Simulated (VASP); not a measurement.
Input of a VASP 6.6.1 run:

Contents of POSCAR:

```
Ca
1.0
    0.0000000000      2.7264620000      2.7264620000
    2.7264620000      0.0000000000      2.7264620000
    2.7264620000      2.7264620000      0.0000000000
Ca
1
Direct
    0.0000000000      0.0000000000      0.0000000000
```

INCAR.step1

```
SYSTEM = Ca
  ALGO = Normal
  EDIFF = 1E-4
  ENCUT = 520
  GGA = PE
  ISMEAR = -1
  LASPH = .TRUE.
  LCHARG = .FALSE.
  LREAL = .FALSE.
  LWAVE = .TRUE.
  NBANDS = 11
  NELM = 60
  PREC = Accurate
  SIGMA = 0.05
```

The input INCAR.step2:

```
SYSTEM = Ca
  ALGO = Normal
  EDIFF = 1E-6
  ENCUT = 520
  ISIF = 2
  ISMEAR = -1
  ISTART = 1
  LASPH = .TRUE.
  LCHARG = .TRUE.
  LELF = .TRUE.
  LMIXTAU = .TRUE.
  LREAL = .FALSE.
  LVHAR = .TRUE.
  LWAVE = .FALSE.
  METAGGA = R2SCAN
  NBANDS = 11
  NELM = 60
  PREC = Accurate
  SIGMA = 0.05
```

File KPOINTS:

```
k-points
0
G
  8 8 8
  0 0 0
```

Potentials or basis: VASP PAW PBE potentials, release 64 (Ca_sv).

The run is started by

```bash
$ cat potpaw_PBE.64/Ca_sv/POTCAR > POTCAR
$ cp INCAR.step1 INCAR
$ mpirun -np 1 vasp_std > vasp.out
$ cp INCAR.step2 INCAR
$ mpirun -np 1 vasp_std > vasp.out
```

(1) Predict the band gap on the k mesh.

(2) Predict the pressure.

## Answers

(1) zero (band 5 reaches 2.39 eV, above the bottom of band 6 at 1.91 eV).

(2) 1.3 GPa.

Caveat: the PAW data sets were made with another functional, which shifts forces and pressure a little.
